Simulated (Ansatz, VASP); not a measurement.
# GaN: VASP beside Ansatz

The input INCAR:

```
SYSTEM = GaN
PREC     = Accurate       ! precision mode
ENCUT    = 520            ! plane-wave cutoff, eV
EDIFF    = 1E-6           ! SCF threshold, eV
ISMEAR   = -1             ! smearing method
SIGMA    = 0.05           ! smearing width, eV
LREAL    = .False.        ! projectors in reciprocal space
LASPH    = .True.         ! aspherical terms in the spheres
NELM     = 150            ! most SCF steps
ALGO     = Normal         ! electronic algorithm
ISIF     = 2              ! what is computed and relaxed
LWAVE    = .False.        ! write WAVECAR
LCHARG   = .False.        ! write CHGCAR
LNONCOLLINEAR= .True.         ! non-collinear magnetism
MAGMOM   = 0 0 0 0 0 0 0 0 0 0 0 0 ! initial moments
LORBIT   = 11             ! projections on sites
LSORBIT  = .True.         ! spin-orbit coupling
GGA_COMPAT= .False.      
LORBMOM  = .True.       
GGA      = PS             ! functional
NBANDS   = 50             ! bands
```

File KPOINTS:

```
Automatic mesh
0
Gamma
  8 8 4
  0 0 0
```

POSCAR

```
GaN
1.0
    3.1800000000      0.0000000000      0.0000000000
   -1.5900000000      2.7539607840      0.0000000000
    0.0000000000      0.0000000000      5.1660000000
Ga N
2 2
Direct
    0.6666666667      0.3333333333      0.5000000000
    0.3333333333      0.6666666667      0.0000000000
    0.6666666667      0.3333333333      0.8750000000
    0.3333333333      0.6666666667      0.3750000000
```

Contents of input.yaml:

```yaml
crystal:
  lattice:
    - [3.18, 0.0, 0.0]
    - [-1.59, 2.753960784, 0.0]
    - [0.0, 0.0, 5.166]
  atoms:
    - { symbol: Ga, position: [0.6666666667, 0.3333333333, 0.5] }
    - { symbol: Ga, position: [0.3333333333, 0.6666666667, 0.0] }
    - { symbol: "N", position: [0.6666666667, 0.3333333333, 0.875] }
    - { symbol: "N", position: [0.3333333333, 0.6666666667, 0.375] }
kpoints:
  mp_grid: { grid: [8, 8, 4] }
  band_path:
    path:
      - [0.0, 0.0, 0.0]
      - [0.5, 0.0, 0.0]
      - [0.3333333333, 0.3333333333, 0.0]
      - [0.0, 0.0, 0.0]
      - [0.0, 0.0, 0.5]
      - [0.5, 0.0, 0.5]
      - [0.3333333333, 0.3333333333, 0.5]
      - [0.0, 0.0, 0.5]
    npoints: 6
scf:
  occupations: { method: fermi_dirac, width: 0.05 }
hamiltonian:
  xc: pbesol
  pseudopotentials: { kind: all_electron, lapw: { basis_error: 0.002 } }
magnetization:
  noncollinear: true
  spin_orbit: true
output:
  forces: true
  stress: true
  eigenvalues: true
```

Alike in both runs: functional PBEsol; k mesh 8 × 8 × 4; occupations fermi-dirac, width 0.05 eV; non-collinear spin, spin-orbit coupling.

```csv
,VASP,Ansatz
version,VASP 6.6.1,Ansatz 0.2.0
potentials or method,"VASP PAW PBE potentials, release 64 (Ga_d, N), cutoff 520 eV","all-electron LAPW, relativistic spinors"
task,single point,band structure
```

Ansatz gave:

| Property | Result |
| --- | --- |
| pressure (GPa) | 1.0 |
| traceless stress, the component that is largest in VASP (GPa) | 1.39 |
| rms of the force components (eV/Å) | 0.076 |
| net moment per atom (μB) | 0.00 |

Which values does VASP return?

Pressure (GPa): 0.8; traceless stress, the component that is largest in VASP (GPa): 1.40; rms of the force components (eV/Å): 0.075; net moment per atom (μB): 0.00.

VASP's potentials were made for PBE, not for PBEsol. Atom by atom the forces differ by 0.001 eV/Å (rms over components). Ansatz ran all-electron here, and VASP with PAW potentials.
